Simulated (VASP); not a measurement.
# Sc in VASP: a series of runs, part 2 of 2

VASP 6.6.1. Earlier steps stand in the parts before.

### 3 Single point, PBE

This run uses another cell than the first one, of 17.69 Å³/atom.

Input file INCAR:

```
PREC = Accurate ; ENCUT = 520
EDIFF = 1E-7 ; ISMEAR = -1
SIGMA = 0.05 ; LREAL = F
LASPH = T ; NELM = 80
ALGO = Normal ; ISIF = 2
LWAVE = F ; LCHARG = F
GGA = PE ; NBANDS = 18
```

Input file KPOINTS:

```
regular mesh
0
Gamma
  9 9 5
```

Input file POSCAR:

```
Sc
1.0
    2.9721383795      0.0000000000      0.0000000000
   -1.4860691898      2.5739473402      0.0000000000
    0.0000000000      0.0000000000      4.6259268908
Sc
2
Direct
    0.6666666667      0.3333333333      0.7500000000
    0.3333333333      0.6666666667      0.2500000000
```

Potentials or basis: VASP PAW PBE potentials, release 64 (Sc_sv).

Command:

```console
$ cat potpaw_PBE.64/Sc_sv/POTCAR > POTCAR
$ mpirun -np 1 vasp_std > vasp.out
```

It took 22 s on 1 thread of Intel Xeon 8259CL, shared host; peak memory 0.16 GiB.

The run converged. Its results:

```yaml
Free_energy: -11.4502 eV
Pressure: 30.1 GPa
Band_gap_on_the_k_mesh: zero (bands 11 and 12 overlap by 2.42 eV)
```

Levels at points of the mesh, in eV from the Fermi level:
| k point | band 7 | band 8 | band 9 | band 10 | band 11 | band 12 | band 13 | band 14 | band 15 | band 16 |
| --- | --- | --- | --- | --- | --- | --- | --- | --- | --- | --- |
| (0.00, 0.00, 0.00) | -26.73 | -26.67 | -5.54 | -2.16 | 1.78 | 1.94 | 1.94 | 2.36 | 2.66 | 2.66 |

Caveat: the cell stands under pressure.

### 4 Single point, PBE

This run uses another cell than the first one, of 19.25 Å³/atom.

Input file INCAR:

```
  PREC = Accurate
  ENCUT = 520
  EDIFF = 1E-7
  ISMEAR = -1
  SIGMA = 0.05
  LREAL = F
  LASPH = T
  NELM = 100
  ALGO = Normal
  ISIF = 2
  LWAVE = F
  LCHARG = F
  GGA = PE
  NBANDS = 18
```

Input file KPOINTS:

```
Automatic mesh
0
Gamma
  9 9 5
```

Input file POSCAR:

```
Sc
1.0
    3.0626480037      0.0000000000      0.0000000000
   -1.5313240019      2.6523309741      0.0000000000
    0.0000000000      0.0000000000      4.7399784412
Sc
2
Direct
    0.6666666667      0.3333333333      0.7500000000
    0.3333333333      0.6666666667      0.2500000000
```

Potentials or basis: VASP PAW PBE potentials, release 64 (Sc_sv).

Command:

```console
$ cat potpaw_PBE.64/Sc_sv/POTCAR > POTCAR
$ mpirun -np 1 vasp_std > vasp.out
```

OUTCAR:

```text
PREC = Accurate
   ENCUT = 520
   EDIFF = 1E-7
   ISMEAR = -1
   LREAL = F
   LASPH = T
   NELM = 100
   ISIF = 2
   GGA = PE

 ion  position               nearest neighbor table
   1  0.667  0.333  0.750-   2 2.96   2 2.96   2 2.96   2 2.96   2 2.96   2 2.96
   2  0.333  0.667  0.250-   1 2.96   1 2.96   1 2.96   1 2.96   1 2.96   1 2.96

  LATTYP: Found a hexagonal cell.
 ALAT       =     3.0626480037
 C/A-ratio  =     1.5476732669

  Lattice vectors:

[... 692 lines left out ...]

------------------------ aborting loop because EDIFF is reached ----------------------------------------

  FORCE on cell =-STRESS in cart. coord.  units (eV):
  Direction    XX          YY          ZZ          XY          YZ          ZX
  --------------------------------------------------------------------------------------
  -------------------------------------------------------------------------------------
  Total        4.8244130      4.8244130      4.8344191     -0.0000000      0.0000000     -0.0000000
  in kB      200.7492329    200.7492329    201.1655973     -0.0000000      0.0000000     -0.0000000
  external PRESSURE =     200.8880210 kB  Pullay stress =       0.0000000 kB

 VOLUME and BASIS-vectors are now :
 -----------------------------------------------------------------------------
  energy-cutoff  :      520.00
  volume of cell :       38.50
      direct lattice vectors                 reciprocal lattice vectors
     3.062648004  0.000000000  0.000000000     0.326514833  0.188513426  0.000000000
    -1.531324002  2.652330974  0.000000000     0.000000000  0.377026853  0.000000000
     0.000000000  0.000000000  4.739978441     0.000000000  0.000000000  0.210971424

 POSITION                                       TOTAL-FORCE (eV/Angst)
 -----------------------------------------------------------------------------------
      1.53132      0.88411      3.55498         0.000000     -0.000000      0.000000
     -0.00000      1.76822      1.18499        -0.000000      0.000000      0.000000
 -----------------------------------------------------------------------------------
    total drift:                               -0.000000      0.000000     -0.000000

  FREE ENERGIE OF THE ION-ELECTRON SYSTEM (eV)
  ---------------------------------------------------
  free  energy   TOTEN  =       -11.9361009698 eV

  energy  without entropy=      -11.9057210522  energy(sigma->0) =      -11.92091101
```

stdout:

```text
POSCAR found type information on POSCAR Sc
 POSCAR found :  1 types and       2 ions
 scaLAPACK will be used
 LDA part: xc-table for (Slater+PW92), standard interpolation
 POSCAR, INCAR and KPOINTS ok, starting setup
 FFT: planning ... GRIDC
 FFT: planning ... GRID_SOFT
 FFT: planning ... GRID
 WAVECAR not read
 entering main loop
```

It took 24 s on 1 thread of Intel Xeon 8259CL, shared host; peak memory 0.16 GiB.

What came out:

```
Free energy            : -11.9361 eV
Pressure               : 20.1 GPa
Band gap on the k mesh : zero (bands 11 and 12 overlap by 2.11 eV)
```

Levels at points of the mesh, in eV from the Fermi level:
| k point | band 9 | band 10 | band 11 | band 12 | band 13 | band 14 |
| --- | --- | --- | --- | --- | --- | --- |
| (0.00, 0.00, 0.00) | -5.48 | -2.00 | 1.45 | 1.86 | 1.86 | 2.28 |

Caveat: the cell stands under pressure.

### 5 Single point, PBE

This run uses another cell than the first one, of 21.33 Å³/atom.

Input file INCAR:

```
SYSTEM = Sc
ALGO = Fast ; EDIFF = 1E-6
ENCUT = 520 ; GGA = PE
ISIF = 2 ; ISMEAR = -1
LASPH = .True. ; LCHARG = .False.
LREAL = .False. ; LWAVE = .False.
NBANDS = 18 ; NELM = 60
PREC = Accurate ; SIGMA = 0.05
```

Input file KPOINTS:

```
k-points
0
Gamma
  9 9 5
  0 0 0
```

Input file POSCAR:

```
Sc
1.0
    3.1678539911      0.0000000000      0.0000000000
   -1.5839269956      2.7434420318      0.0000000000
    0.0000000000      0.0000000000      4.9093715166
Sc
2
Direct
    0.6666666667      0.3333333333      0.7500000000
    0.3333333333      0.6666666667      0.2500000000
```

Command:

```console
$ cat potpaw_PBE.64/Sc_sv/POTCAR > POTCAR
$ mpirun -np 1 vasp_std > vasp.out
```

Run time: 33 s. Hardware: 1 thread of Intel Xeon 8259CL, shared host; peak memory 0.16 GiB.

It converged, with:

* Free energy: -12.3222 eV
* Pressure: 10.1 GPa
* Band gap on the k mesh: zero (bands 11 and 12 overlap by 1.70 eV)

Levels at points of the mesh, in eV from the Fermi level:
```tsv
k point	band 8	band 9	band 10	band 11	band 12	band 13	band 14	band 15
(0.00, 0.00, 0.00)	-27.34	-5.37	-1.84	1.04	1.75	1.75	2.11	2.31
```

Caveat: the cell stands under pressure.

### 6 Single point, LDA

This run uses another cell than the first one, of 22.55 Å³/atom.

Input file INCAR:

```
SYSTEM = Sc
ALGO     = Normal         ! electronic algorithm
EDIFF    = 1E-6           ! SCF threshold, eV
ENCUT    = 520            ! plane-wave cutoff, eV
GGA      = CA             ! functional
ISIF     = 2              ! what is computed and relaxed
ISMEAR   = -1             ! smearing method
LASPH    = .TRUE.         ! aspherical terms in the spheres
LCHARG   = .FALSE.        ! write CHGCAR
LREAL    = .FALSE.        ! projectors in reciprocal space
LWAVE    = .FALSE.        ! write WAVECAR
NBANDS   = 18             ! bands
NELM     = 80             ! most SCF steps
PREC     = Accurate       ! precision mode
SIGMA    = 0.05           ! smearing width, eV
```

Input file KPOINTS:

```
k-points
0
G
  9 9 5
  0 0 0
```

Input file POSCAR:

```
Sc
1.0
    3.2286817955      0.0000000000      0.0000000000
   -1.6143408978      2.7961204557      0.0000000000
    0.0000000000      0.0000000000      4.9963435427
Sc
2
Direct
    0.6666666667      0.3333333333      0.7500000000
    0.3333333333      0.6666666667      0.2500000000
```

Potentials or basis: VASP PAW LDA potentials, release 64 (Sc_sv).

Command:

```console
$ cat potpaw_LDA.64/Sc_sv/POTCAR > POTCAR
$ mpirun -np 1 vasp_std > vasp.out
```

It took 23 s on 1 thread of Intel Xeon 8259CL, shared host; peak memory 0.15 GiB.

The run converged. Its results:

* Free energy: -13.4622 eV
* Pressure: 0.1 GPa
* Band gap on the k mesh: zero (bands 11 and 12 overlap by 1.59 eV)

Levels at points of the mesh, in eV from the Fermi level:
```tsv
k point	band 8	band 9	band 10	band 11	band 12	band 13	band 14	band 15
(0.00, 0.00, 0.00)	-27.26	-5.23	-1.76	0.98	1.63	1.63	1.97	2.15
```

### 7 Overview

| level | potentials or basis | cell | k mesh | gap on the mesh (eV) | pressure (GPa) |
| --- | --- | --- | --- | --- | --- |
| r2SCAN+D3(BJ) | VASP PAW PBE potentials, release 64 (Sc_sv) | a = 3.304, b = 3.324, c = 5.328 Å, angles 89.7, 89.3, 121.3°, 2 atoms | 7 × 7 × 4 | none | -1.1 |
| PBE | VASP PAW PBE potentials, release 64 (Sc_sv) | a = 2.972, b = 2.972, c = 4.626 Å, angles 90.0, 90.0, 120.0°, 2 atoms | 9 × 9 × 5 | none | 30.1 |
| PBE | VASP PAW PBE potentials, release 64 (Sc_sv) | a = 3.063, b = 3.063, c = 4.740 Å, angles 90.0, 90.0, 120.0°, 2 atoms | 9 × 9 × 5 | none | 20.1 |
| PBE | VASP PAW PBE potentials, release 64 (Sc_sv) | a = 3.168, b = 3.168, c = 4.909 Å, angles 90.0, 90.0, 120.0°, 2 atoms | 9 × 9 × 5 | none | 10.1 |
| LDA | VASP PAW LDA potentials, release 64 (Sc_sv) | a = 3.229, b = 3.229, c = 4.996 Å, angles 90.0, 90.0, 120.0°, 2 atoms | 9 × 9 × 5 | none | 0.1 |

Alike in all rows: task single point; no spin polarisation; cutoff (eV) 520; smearing fermi-dirac 0.05 eV.

Caveats: the cell stands under pressure (at least some runs); the PAW data sets were made with another functional, which shifts forces and pressure a little (at least some runs).

Absolute energies hang on the potentials; compare differences alone.
